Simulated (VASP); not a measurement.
Set up this calculation in VASP 6.6.1, as the native input.

* Task: single point
* Functional: r2SCAN
* Potentials or basis: VASP PAW PBE potentials, release 64 (Sn_d, P)
* Cutoff: 520 eV
* k mesh: 4 × 4 × 4
* Occupations: gaussian, width 0.1 eV
* Spin: no spin polarisation
* Dipole correction: no
* Further INCAR settings: ALGO = Normal; EDIFF = 1e-06; NBANDS = 42

Crystal: Sn2P.

```
Sn P
1.0
     6.58790    0.00000    0.00000
     0.00000    6.58790    0.00000
     0.00000    0.00000    3.87104
Sn P
4 2
Direct
  0.29379 0.29379 0.00000
  0.20621 0.79379 0.50000
  0.70621 0.70621 0.00000
  0.79379 0.20621 0.50000
  0.00000 0.00000 0.00000
  0.50000 0.50000 0.50000
```

These files were run (other wordings do the same):

POSCAR

```
Sn2P
1.0
    6.5878959845      0.0000000000      0.0000000000
    0.0000000000      6.5878959845      0.0000000000
    0.0000000000      0.0000000000      3.8710396703
Sn P
4 2
Direct
    0.2937878144      0.2937878144      0.0000000000
    0.2062121856      0.7937878144      0.5000000000
    0.7062121856      0.7062121856      0.0000000000
    0.7937878144      0.2062121856      0.5000000000
    0.0000000000      0.0000000000      0.0000000000
    0.5000000000      0.5000000000      0.5000000000
```

INCAR.step1

```
SYSTEM = Sn2P
ALGO = Normal
EDIFF = 1E-4
ENCUT = 520
GGA = PE
ISMEAR = 0
LASPH = .True.
LCHARG = .False.
LREAL = .False.
LWAVE = .True.
NBANDS = 42
NELM = 60
PREC = Accurate
SIGMA = 0.1
```

INCAR.step2

```
SYSTEM = Sn2P
ALGO = Normal
EDIFF = 1E-6
ENCUT = 520
ISIF = 2
ISMEAR = 0
ISTART = 1
LASPH = .True.
LCHARG = .False.
LMIXTAU = .True.
LREAL = .False.
LWAVE = .False.
METAGGA = R2SCAN
NBANDS = 42
NELM = 60
PREC = Accurate
SIGMA = 0.1
```

KPOINTS

```
k-points
0
Gamma
  4 4 4
  0 0 0
```

Potentials or basis: VASP PAW PBE potentials, release 64 (Sn_d, P).

Run with:

```console
$ cat potpaw_PBE.64/Sn_d/POTCAR potpaw_PBE.64/P/POTCAR > POTCAR
$ cp INCAR.step1 INCAR
$ mpirun -np 1 vasp_std > vasp.out
$ cp INCAR.step2 INCAR
$ mpirun -np 1 vasp_std > vasp.out
```

It gave:

- Pressure: -0.1 GPa
- Largest force: 0.018 eV/Å
- Band gap on the k mesh: zero (bands 33 and 34 overlap by 2.26 eV)

Caveat: the k points lie up to 0.41 Å⁻¹ apart, too coarse for converged energies and pressures of a metal; the PAW data sets were made with another functional, which shifts forces and pressure a little; spin-orbit coupling is left out, which moves the levels of the heavy elements.

Run time: 6 min on 1 thread of Intel(R) Xeon(R) Platinum 8488C (Sapphire Rapids) (shared host), peak memory 0.34 GiB.
